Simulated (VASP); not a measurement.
Set up this calculation in VASP 6.6.1, as the native input.

```yaml
Task: relaxation of cell and atoms
Functional: PBEsol
Potentials_or_basis: VASP PAW PBE potentials, release 64 (In_d)
Cutoff: 600 eV
k_mesh: 15 × 15 × 15
Occupations: fermi-dirac, width 0.08 eV
Spin: no spin polarisation
Dipole_correction: no
Further_INCAR_settings: ALGO = Normal; EDIFF = 1e-07; IBRION = 2; EDIFFG = -0.005; NSW = 60; ISIF = 3
```

The structure of In lies in POSCAR:

```
In
1.0
   -1.8561760959      1.8561760959      1.8561760959
    1.8561760959     -1.8561760959      1.8561760959
    1.8561760959      1.8561760959     -1.8561760959
In
1
Direct
    0.0000000000      0.0000000000      0.0000000000
```

One way to write it, as run:

INCAR

```
ALGO = Normal
EDIFF = 1E-7
EDIFFG = -0.005
ENCUT = 600
GGA = PS
IBRION = 2
ISIF = 3
ISMEAR = -1
LASPH = True
LCHARG = False
LREAL = False
LWAVE = False
NELM = 100
NSW = 60
PREC = Accurate
SIGMA = 0.08
```

KPOINTS

```
k-points
0
Gamma
  15 15 15
```

Potentials or basis: VASP PAW PBE potentials, release 64 (In_d).

The run is started by

```console
$ cat potpaw_PBE.64/In_d/POTCAR > POTCAR
$ mpirun -np 1 vasp_std > vasp.out
```

It gave:

- Relaxed volume: 25.80 Å³/atom
- Relaxed cell: a = 3.224 Å, b = 3.224 Å, c = 3.224 Å, α = 109.47°, β = 109.47°, γ = 109.47°
- Space group after relaxing (to 0.05 Å): Im-3m (No. 229)
- Energy gained by relaxing: 0.2 meV/atom
- Ionic steps: 2
- Pressure after relaxing: 0.0 GPa

Caveat: the PAW data sets were made with another functional, which shifts forces and pressure a little.

Run time: 40 s on 1 thread of Intel Xeon 6975P-C (shared host), peak memory 0.19 GiB.
